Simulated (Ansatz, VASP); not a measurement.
One calculation of WS2, two programs

INCAR

```
PREC = Accurate
ENCUT = 520
EDIFF = 1E-6
ISMEAR = 0
SIGMA = 0.05
LREAL = F
LASPH = T
NELM = 60
ALGO = Normal
ISIF = 2
LWAVE = F
LCHARG = F
GGA = PS
NBANDS = 35
```

File KPOINTS:

```
Automatic mesh
0
Gamma
  12 12 2
```

POSCAR

```
WS2
1.0
    3.1853268625      0.0000000000      0.0000000000
   -1.5926634312      2.7585739823      0.0000000000
    0.0000000000      0.0000000000     21.1540742264
W S
2 4
Direct
    0.3333333333      0.6666666667      0.6345659624
    0.6666666667      0.3333333333      0.3654340376
    0.3333333333      0.6666666667      0.2989660749
    0.6666666667      0.3333333333      0.5680485953
    0.3333333333      0.6666666667      0.4319514047
    0.6666666667      0.3333333333      0.7010339251
```

Input for Ansatz:

```yaml
crystal:
  lattice:
    - [3.1853268625, 0.0, 0.0]
    - [-1.5926634312, 2.7585739823, 0.0]
    - [0.0, 0.0, 21.1540742264]
  atoms:
    - { symbol: W, position: [0.3333333333, 0.6666666667, 0.6345659624] }
    - { symbol: W, position: [0.6666666667, 0.3333333333, 0.3654340376] }
    - { symbol: S, position: [0.3333333333, 0.6666666667, 0.2989660749] }
    - { symbol: S, position: [0.6666666667, 0.3333333333, 0.5680485953] }
    - { symbol: S, position: [0.3333333333, 0.6666666667, 0.4319514047] }
    - { symbol: S, position: [0.6666666667, 0.3333333333, 0.7010339251] }
basis:
  ecutwfc: 420
kpoints:
  mp_grid: { grid: [12, 12, 2] }
hamiltonian:
  xc: pbesol
  pseudopotentials: { kind: paw, azcp: { folder: soft_1 } }
scf:
  occupations: { method: gaussian, width: 0.05 }
output:
  forces: true
  stress: true
  eigenvalues: true
```

Alike in both runs: task single point; functional PBEsol; k mesh 12 × 12 × 2; occupations gaussian, width 0.05 eV; no spin polarisation.

|  | VASP | Ansatz |
| --- | --- | --- |
| version | VASP 6.6.1 | Ansatz 0.2.0 |
| potentials or method | VASP PAW PBE potentials, release 64 (W_sv, S), cutoff 520 eV | scalar-relativistic, plane waves, PAW |
| valence electrons in the cell | 52 | 52 |

|  | VASP | Ansatz | Ansatz less VASP |
| --- | --- | --- | --- |
| gap on the k mesh at the Fermi level (eV) | none | none | - |
| rms of the force components (eV/Å) | 1.650 | 1.641 | -0.0092 |

VASP's potentials were made for PBE, not for PBEsol, and Ansatz warns of the same on its side. Atom by atom the forces differ by 0.009 eV/Å (rms over components). A gap of «none» marks a metal or a gap that the smearing closes.

Neither program's run includes spin-orbit coupling.
